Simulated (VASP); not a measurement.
NaI, 2 atoms in the cell. Symmetry: Fm-3m, No. 225, cubic system. The conventional cell has a = 6.586 Å, b = 6.586 Å, c = 6.586 Å, α = 90.00°, β = 90.00°, γ = 90.00°. Within 4.3 Å of Na (site symmetry m-3m) lie 6 I at 3.29 Å. I (site symmetry m-3m) has 6 Na at 3.29 Å within 4.3 Å. 

| Property | Result |
| --- | --- |
| Program | VASP 6.6.1 |
| Task | single point |
| Functional | r2SCAN |
| Potentials or basis | VASP PAW PBE potentials, release 64 (Na_pv, I) |
| Cutoff | 520 eV |
| k mesh | 6 × 6 × 6 |
| Occupations | gaussian, width 0.01 eV |
| Spin | no spin polarisation |
| Dipole correction | no |
| Further INCAR settings | ALGO = Normal; EDIFF = 1e-07; NBANDS = 14 |

Potentials or basis: VASP PAW PBE potentials, release 64 (Na_pv, I).

Command:

```bash
$ cat potpaw_PBE.64/Na_pv/POTCAR potpaw_PBE.64/I/POTCAR > POTCAR
$ cp INCAR.step1 INCAR
$ mpirun -np 1 vasp_std > vasp.out
$ cp INCAR.step2 INCAR
$ mpirun -np 1 vasp_std > vasp.out
```

Hardware: 1 thread of Intel(R) Xeon(R) Platinum 8488C (Sapphire Rapids), on a shared host.

Question: How long does it take, and how much memory?

Answer: Run time: 79 s on 1 thread of Intel(R) Xeon(R) Platinum 8488C (Sapphire Rapids), on a shared host, peak memory 0.22 GiB. Counts: k points 16.
